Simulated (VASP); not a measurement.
# Ti (R-3m) in VASP: single point with r2SCAN

Aim: the single point of Ti with r2SCAN.

All numbers are computed with VASP 6.6.1; they aren't measurements. Logs are shortened: lines on timing, memory, paths and dates and some standing lists are left out, and cuts for length are marked.

## (1) The cell of the first run

The structure is trigonal, space group R-3m (No. 166). The conventional cell has a = 2.906 Å, b = 2.906 Å, c = 14.239 Å, α = 90.00°, β = 90.00°, γ = 120.00°. Within 3.5 Å of Ti (site symmetry 3m) lie 12 Ti at 2.67 to 3.16 Å.

## (2) Single point, r2SCAN (atoms displaced along a vibrational mode)

Contents of POSCAR:

```
Ti
1.0
    0.0000000000     -2.0551516167     -2.0551516167
   -2.0551516167      0.0000000000     -2.0551516167
    2.0551516167      2.0551516167     -4.1103032334
Ti
2
Direct
    0.5105348116      0.5105348116      0.4683955652
   -0.0105348116     -0.0105348116      0.0316044348
```

Contents of INCAR.step1:

```
PREC = Accurate
ENCUT = 520
ISMEAR = 0
SIGMA = 0.15
LREAL = F
LASPH = T
NELM = 60
NBANDS = 19
GGA = PE
ALGO = Normal
EDIFF = 1E-4
LWAVE = T
LCHARG = F
```

Contents of INCAR.step2:

```
PREC = Accurate
ENCUT = 520
EDIFF = 1E-7
ISMEAR = 0
SIGMA = 0.15
LREAL = F
LASPH = T
NELM = 60
ALGO = Normal
ISIF = 2
LWAVE = F
LCHARG = T
METAGGA = R2SCAN
LMIXTAU = T
LELF = T
LVHAR = T
NBANDS = 19
ISTART = 1
```

Contents of KPOINTS:

```
Automatic mesh
0
Gamma
  24 24 24
```

Potentials or basis: VASP PAW PBE potentials, release 64 (Ti_sv).

Launch:

```
$ cat potpaw_PBE.64/Ti_sv/POTCAR > POTCAR
$ cp INCAR.step1 INCAR
$ mpirun -np 1 vasp_std > vasp.out
$ cp INCAR.step2 INCAR
$ mpirun -np 1 vasp_std > vasp.out
```

OUTCAR:

```text
PREC = Accurate
   ENCUT = 520
   EDIFF = 1E-7
   ISMEAR = 0
   LREAL = F
   LASPH = T
   NELM = 60
   ISIF = 2
   METAGGA = R2SCAN
   ISTART = 1

 ion  position               nearest neighbor table
   1  0.511  0.511  0.468-   2 2.67   2 2.67   2 2.67
   2  0.989  0.989  0.032-   1 2.67   1 2.67   1 2.67

  LATTYP: Found a trigonal (rhomboedric) cell.
 ALAT       =     5.0340728050
 COS(alpha) =     0.8333333333

  Lattice vectors:

 A1 = (   2.0551516167,   4.1103032334,  -2.0551516167)
 A2 = (   4.1103032334,   2.0551516167,  -2.0551516167)
 A3 = (   2.0551516167,   2.0551516167,  -4.1103032334)

Analysis of symmetry for initial positions (statically):
=====================================================================
 Subroutine PRICEL returns:
 Original cell was already a primitive cell.

 Routine SETGRP: Setting up the symmetry group for a
 trigonal (rhombohedral) supercell.

 Subroutine GETGRP returns: Found 12 space group operations
 (whereof  6 operations were pure point group operations)
 out of a pool of 12 trial point group operations.

The static configuration has the point symmetry C_3v.
 The point group associated with its full space group is D_3d.

Analysis of symmetry for dynamics (positions and initial velocities):
=====================================================================
 Subroutine PRICEL returns:
 Original cell was already a primitive cell.

 Routine SETGRP: Setting up the symmetry group for a
 trigonal (rhombohedral) supercell.

 Subroutine GETGRP returns: Found 12 space group operations
 (whereof  6 operations were pure point group operations)
 out of a pool of 12 trial point group operations.

The dynamic configuration has the point symmetry C_3v.
 The point group associated with its full space group is D_3d.

 Subroutine INISYM returns: Found 12 space group operations
 (whereof  6 operations are pure point group operations),
 and found     1 'primitive' translations

----------------------------------------------------------------------------------------

                                     Primitive cell

  volume of cell :      34.7209

  direct lattice vectors                    reciprocal lattice vectors
     0.000000000 -2.055151617 -2.055151617     0.121645526 -0.364936579 -0.121645526
    -2.055151617  0.000000000 -2.055151617    -0.364936579  0.121645526 -0.121645526
     2.055151617  2.055151617 -4.110303233     0.121645526  0.121645526 -0.121645526

  length of vectors
     2.906423289  2.906423289  5.034072805     0.403452568  0.403452568  0.210696232

  position of ions in fractional coordinates (direct lattice)
     0.510534812  0.510534812  0.468395565
     0.989465188  0.989465188  0.031604435

  ion indices of the primitive-cell ions
   primitive index   ion index
                 1           1
                 2           2

----------------------------------------------------------------------------------------

 KPOINTS: Automatic mesh

Automatic generation of k-mesh.
 Grid dimensions read from file:
 generate k-points for:   24   24   24

 Generating k-lattice:

  Cartesian coordinates                     Fractional coordinates (reciprocal lattice)
     0.005068564 -0.015205691 -0.005068564     0.041666667  0.000000000  0.000000000
    -0.015205691  0.005068564 -0.005068564     0.000000000  0.041666667  0.000000000
     0.005068564  0.005068564 -0.005068564     0.000000000  0.000000000  0.041666667

  Length of vectors
     0.016810524  0.016810524  0.008779010

  Shift w.r.t. Gamma in fractional coordinates (k-lattice)
     0.000000000  0.000000000  0.000000000

 Subroutine IBZKPT returns following result:
 ===========================================

 Found   1313 irreducible k-points:

 Following reciprocal coordinates:
            Coordinates               Weight
  0.000000  0.000000  0.000000      1.000000
  0.041667  0.000000  0.000000      6.000000
  0.083333  0.000000  0.000000      6.000000
  0.125000  0.000000  0.000000      6.000000
  0.166667  0.000000  0.000000      6.000000
  0.208333  0.000000  0.000000      6.000000
[... 16 lines left out ...]
  0.416667  0.041667  0.000000     12.000000
  0.458333  0.041667  0.000000     12.000000
 [... further k-points ...]
   k-points           NKPTS =   1313   k-points in BZ     NKDIM =   1313   number of bands    NBANDS=     19
   number of dos      NEDOS =    301   number of ions     NIONS =      2
   total plane-waves  NPLWV =  23040
   dimension x,y,z NGX =    24 NGY =   24 NGZ =   40
   dimension x,y,z NGXF=    48 NGYF=   48 NGZF=   80
   ions per type =               2
   NGX,Y,Z   is equivalent  to a cutoff of  13.73, 13.73, 13.21 a.u.
   NGXF,Y,Z  is equivalent  to a cutoff of  27.46, 27.46, 26.42 a.u.
 SYSTEM =  unknown system
   PREC   = accura    normal or accurate (medium, high low for compatibility)
   ISTART =      1    job   : 0-new  1-cont  2-samecut
   ICHARG =      0    charge: 1-file 2-atom 10-const
   ISPIN  =      1    spin polarized calculation?
   LNONCOLLINEAR =      F non collinear calculations
   LSORBIT =      F    spin-orbit coupling
   LASPH  =      T    aspherical Exc in radial PAW
   ENCUT  =  520.0 eV  38.22 Ry    6.18 a.u.   5.40  5.40  9.36*2*pi/ulx,y,z
   NELM   =     60;   NELMIN=  2; NELMDL=  0     # of ELM steps
   EDIFF  = 0.1E-06   stopping-criterion for ELM
   LREAL  =      F    real-space projection
   EDIFFG = 0.1E-05   stopping-criterion for IOM
   NSW    =      0    number of steps for IOM
   IBRION =     -1    ionic relax: 0-MD 1-quasi-New 2-CG
   NFREE  =      0    steps in history (QN), initial steepest desc. (CG)
   ISIF   =      2    stress and relaxation
   ISYM   =      2    0-nonsym 1-usesym 2-fastsym
   POTIM  = 0.5000    time-step for ionic-motion
   TEBEG  =    0.0;   TEEND  =   0.0 temperature during run
   PSTRESS=    0.0 pullay stress
   NELECT =      24.0000    total number of electrons
   NUPDOWN=      -1.0000    fix difference up-down
   EMIN   =  10.00;   EMAX   =-10.00  energy-range for DOS
   EFERMI =   0.00;   METHOD = LEGACY
   ISMEAR =     0;   SIGMA  =   0.15  broadening in eV -4-tet -1-fermi 0-gaus
   EFERMI_NEDOS =   21; number of points for ismear=-14 and -15
   IALGO  =     38    algorithm
   IMIX   =      4    mixing-type and parameters
     AMIX     =   0.40;   BMIX     =  1.00
     AMIX_MAG =   1.60;   BMIX_MAG =  1.00
  volume/ion in A,a.u.               =      17.36       117.15
  Fermi-wavevector in a.u.,A,eV,Ry     =   1.447487  2.735354 28.507185  2.095219
  Thomas-Fermi vector in A             =   2.565436
   LORBIT       =      0    0 simple, 1 ext, 2 COOP (PROOUT), +10 PAW based schemes
   METAGGA = R2SCAN    functional components
   LHFCALC =     F    Hartree Fock is set to
   AEXX    =    0.0000 exact exchange contribution
   IVDW    =     0    specifies the selected vdW correction
   LEPSILON=     F    determine dielectric tensor
   LRPA    =     F    only Hartree local field effects (RPA)
 non-spin polarized calculation
 Gauss-broadening in eV      SIGMA  =   0.15
  energy-cutoff  :      520.00
  volume of cell :       34.72
 maximum number of plane-waves:       966
 NGX is ok and might be reduce to    24
   NGX = 11   NGY = 11   NGZ = 19

 number of electron      24.0000000 magnetization

 Free energy of the ion-electron system (eV)
  ---------------------------------------------------
  ext. energy  EPLUGINS =         0.00000000
  ---------------------------------------------------
  free energy    TOTEN  =       -25.59434513 eV

  energy without entropy =      -25.55963069  energy(sigma->0) =      -25.57698791

 E-fermi :   8.2848     XC(G=0): -12.3685

 val. band max:        8.2845199163   @ k =   0.2917   0.2083   0.0833
 cond. band min:       8.2850687764   @ k =  -0.0417  -0.2083   0.0833
 fundamental gap:      0.0005488601
 Fermi energy:         8.2847649530

 k-point     1 :       0.0000    0.0000    0.0000
  band No.  band energies     occupation
      1     -50.8306      2.00000
      2     -50.6369      2.00000
      3     -26.3934      2.00000
      4     -25.7118      2.00000
      5     -25.7118      2.00000
      6     -25.5721      2.00000
[... 11 lines left out ...]
     18      11.1025      0.00000
     19      12.2006      0.00000

 k-point     2 :       0.0417    0.0000    0.0000
  band No.  band energies     occupation
      1     -50.8285      2.00000
      2     -50.6362      2.00000
      3     -26.3894      2.00000
      4     -25.7241      2.00000
      5     -25.7143      2.00000
      6     -25.5815      2.00000
[... 11 lines left out ...]
     18      11.1057      0.00000
     19      12.1896      0.00000

 k-point     3 :       0.0833    0.0000    0.0000
  band No.  band energies     occupation
      1     -50.8219      2.00000
      2     -50.6343      2.00000
      3     -26.3776      2.00000
      4     -25.7580      2.00000
      5     -25.7216      2.00000
      6     -25.6086      2.00000
[... 11 lines left out ...]
     18      11.1175      0.00000
     19      12.1572      0.00000

 k-point     4 :       0.1250    0.0000    0.0000
  band No.  band energies     occupation
      1     -50.8114      2.00000
      2     -50.6313      2.00000
      3     -26.3588      2.00000
      4     -25.8080      2.00000
      5     -25.7332      2.00000
      6     -25.6509      2.00000
[... 407 lines left out ...]
     18      11.7795      0.00000
     19      11.9868      0.00000

 k-point    23 :       0.4167    0.0417    0.0000
  band No.  band energies     occupation
      1     -50.6940      2.00000
      2     -50.6188      2.00000
      3     -26.2607      2.00000
      4     -26.1986      2.00000
      5     -25.9100      2.00000
      6     -25.8400      2.00000
[... 11 lines left out ...]
     18      11.8830      0.00000
     19      12.2256      0.00000

 k-point    24 :       0.4583    0.0417    0.0000
  band No.  band energies     occupation
      1     -50.6802      2.00000
      2     -50.6214      2.00000
      3     -26.2822      2.00000
      4     -26.2213      2.00000
      5     -25.8920      2.00000
      6     -25.8513      2.00000
[... 11 lines left out ...]
     18      12.0657      0.00000
     19      12.6055      0.00000

 [... further k-points ...]

------------------------ aborting loop because EDIFF is reached ----------------------------------------

  FORCE on cell =-STRESS in cart. coord.  units (eV):
  Direction    XX          YY          ZZ          XY          YZ          ZX
  --------------------------------------------------------------------------------------
  -------------------------------------------------------------------------------------
  Total        0.9209597      0.9209597      0.9209597      0.2787779     -0.2787779     -0.2787779
  in kB       42.4971310     42.4971310     42.4971310     12.8640382    -12.8640382    -12.8640382
  external PRESSURE =      42.4971310 kB  Pullay stress =       0.0000000 kB

 VOLUME and BASIS-vectors are now :
 -----------------------------------------------------------------------------
  energy-cutoff  :      520.00
  volume of cell :       34.72
      direct lattice vectors                 reciprocal lattice vectors
     0.000000000 -2.055151617 -2.055151617     0.121645526 -0.364936579 -0.121645526
    -2.055151617  0.000000000 -2.055151617    -0.364936579  0.121645526 -0.121645526
     2.055151617  2.055151617 -4.110303233     0.121645526  0.121645526 -0.121645526

 POSITION                                       TOTAL-FORCE (eV/Angst)
 -----------------------------------------------------------------------------------
     -0.08660     -0.08660     -4.02370         0.885753      0.885753     -0.885753
     -1.96855     -1.96855     -4.19691        -0.885753     -0.885753      0.885753
 -----------------------------------------------------------------------------------
    total drift:                               -0.000000     -0.000000      0.000000

  FREE ENERGIE OF THE ION-ELECTRON SYSTEM (eV)
  ---------------------------------------------------
  free  energy   TOTEN  =       -25.5943451323 eV

  energy  without entropy=      -25.5596306887  energy(sigma->0) =      -25.57698791
```

Run time: 79 min. Hardware: 1 thread of Oxide Virtual Turin-like, shared host; peak memory 0.71 GiB.

Results:

```
Free energy            : -25.5943 eV
Pressure               : 4.2 GPa
Largest force          : 1.534 eV/Å
Band gap on the k mesh : zero (bands 12 and 13 overlap by 1.51 eV)
```

Forces on the atoms (eV/Å):
```
Ti   0.886  0.886 -0.886
Ti  -0.886 -0.886  0.886
```

Stress tensor (GPa, compression positive):
```
 4.25  1.29 -1.29
 1.29  4.25 -1.29
-1.29 -1.29  4.25
```

Levels at points of the mesh, in eV from the Fermi level:
```
           k point  band 10  band 11  band 12  band 13  band 14  band 15
(0.00, 0.00, 0.00)    -2.89     0.04     0.74     0.74     0.78     0.78
(0.50, 0.00, 0.00)    -1.91    -1.25    -0.87     0.11     0.96     1.41
(0.50, 0.50, 0.00)    -2.71    -1.87     0.45     0.72     1.00     2.73
(0.00, 0.00, 0.50)    -4.52    -0.89     0.98     0.98     1.09     1.09
```

Caveat: the cell differs from its parent crystal (atoms displaced along a vibrational mode); the cell stands under pressure; the PAW data sets were made with another functional, which shifts forces and pressure a little.
